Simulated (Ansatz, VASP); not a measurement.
# W: VASP beside Ansatz

Contents of INCAR:

```
SYSTEM = W
PREC = Accurate
ENCUT = 520
EDIFF = 1E-7
ISMEAR = -1
SIGMA = 0.01
LREAL = .False.
LASPH = .True.
NELM = 60
ALGO = Normal
ISIF = 2
LWAVE = .False.
LCHARG = .False.
NBANDS = 13
```

File KPOINTS:

```
regular mesh
0
Gamma
  14 14 14
  0 0 0
```

The input POSCAR:

```
W
1.0
   -1.5676867250      1.5676867250      1.5676867250
    1.5676867250     -1.5676867250      1.5676867250
    1.5676867250      1.5676867250     -1.5676867250
W
1
Direct
    0.0000000000      0.0000000000      0.0000000000
```

Input for Ansatz:

```yaml
crystal:
  lattice:
    - [-1.567686725, 1.567686725, 1.567686725]
    - [1.567686725, -1.567686725, 1.567686725]
    - [1.567686725, 1.567686725, -1.567686725]
  atoms:
    - { symbol: W, position: [0.0, 0.0, 0.0] }
hamiltonian:
  xc: lda
  pseudopotentials:
    kind: paw
    azcp:
      W: "pseudopotentials/W.paw.azcp"
basis:
  ecutwfc: 420
  fft_grid_basis: typed
kpoints:
  mp_grid: { grid: [14, 14, 14], shift: [0, 0, 0] }
magnetization:
  spin_polarized: false
scf:
  occupations: { method: fermi_dirac, width: 0.01 }
  lower_state_search: "off"
output:
  stress: true
```

Alike in both runs: task single point; functional LDA; k mesh 14 × 14 × 14; occupations fermi-dirac, width 0.01 eV; no spin polarisation.

```csv
,VASP,Ansatz
version,VASP 6.6.1,Ansatz 0.2.0
potentials or method,"VASP PAW LDA potentials, release 64 (W_sv), cutoff 520 eV","plane waves (420 eV) with PAW, scalar-relativistic"
valence electrons in the cell,14,14
```

|  | VASP | Ansatz | Ansatz less VASP |
| --- | --- | --- | --- |
| pressure (GPa) | 1.8 | -0.1 | -1.88 |

Ansatz warns that its potentials were made for another functional, while VASP's fit it. LDA's correlation is that of Perdew and Zunger in VASP and of Perdew and Wang (1992) in Ansatz.

Spin-orbit coupling is off throughout.
